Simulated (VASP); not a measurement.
# PtSe2 (Sudovikovite): single point with PBE

The system is PtSe2 (Sudovikovite).

```
Pt Se
1.0
     3.72400    0.00000    0.00000
    -1.86200    3.22508    0.00000
     0.00000    0.00000    5.06200
Pt Se
1 2
Cartesian
  0.0000 0.0000 0.0000
  1.8620 1.0750 3.7965
  0.0000 2.1501 1.2655
```

```
Program             : VASP 6.6.1
Task                : single point
Functional          : PBE
Potentials or basis : VASP PAW PBE potentials, release 64 (Pt, Se)
Cutoff              : 520 eV
k mesh              : 8 × 8 × 5
Occupations         : gaussian, width 0.013 eV
Spin                : no spin polarisation
```

```yaml
Pressure: 7.3 GPa
Largest_force: 0.575 eV/Å
Band_gap_on_the_k_mesh: zero (band 11 reaches 6.95 eV, above the bottom of band 12 at 6.65 eV)
```

Forces on the atoms (eV/Å):
```
Pt   0.000  0.000  0.000
Se   0.000  0.000 -0.575
Se   0.000  0.000  0.575
```

Stress tensor (GPa, compression positive):
```
7.90 0.00 0.00
0.00 7.90 0.00
0.00 0.00 6.16
```

Levels at points of the mesh, in eV from the Fermi level:
```tsv
k point	band 9	band 10	band 11	band 12	band 13	band 14
(0.00, 0.00, 0.00)	-1.17	-1.17	0.31	1.36	1.36	3.51
(0.50, 0.00, 0.00)	-3.64	-3.55	-3.09	0.56	2.25	4.68
```

Wall time 19 s on 1 thread of Intel(R) Xeon(R) 6975P-C (Granite Rapids), on a shared host, peak memory 0.2 GiB.

Caveat: spin-orbit coupling is left out, which moves the levels of the heavy elements.
